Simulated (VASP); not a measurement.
TiO:

```
Ti O
1.0
     2.85161    0.00000    0.00000
    -1.42580    2.46956    0.00000
     0.00000    0.00000    5.56750
Ti O
2 2
Direct
  0.33333 0.66667 0.25000
  0.66667 0.33333 0.75000
  0.00000 0.00000 0.00000
  0.00000 0.00000 0.50000
```

Base run:

```yaml
Program: VASP 6.6.1
Functional: PBEsol
Potentials_or_basis: VASP PAW PBE potentials, release 64 (Ti_sv, O)
Cutoff: 520 eV
k_mesh: 30 × 30 × 12
Occupations: gaussian, width 0.1 eV
Spin: no spin polarisation
```

Its results: band gap on the k mesh zero (band 18 reaches 11.20 eV, above the bottom of band 19 at 10.99 eV); pressure -9.3 GPa.

Question: After a change of settings the same cell gave: band gap on the k mesh zero (filled and empty bands touch); pressure -7.2 GPa. Which change was it?
A. k mesh from 30 × 30 × 12 to 24 × 24 × 10
B. k mesh from 30 × 30 × 12 to 3 × 3 × 1
C. k mesh from 30 × 30 × 12 to 12 × 12 × 6
D. k mesh from 30 × 30 × 12 to 6 × 6 × 4; further incar settings from ALGO = Normal; EDIFF = 1e-06; NBANDS = 26 to ALGO = Normal; EDIFF = 1e-07; NBANDS = 26

Answer: B.

Caveats: some runs use coarse meshes; the PAW data sets were made with another functional, which shifts forces and pressure a little; semilocal functionals often make such compounds metallic where correlation or magnetic order opens a gap, which also shifts bond lengths.
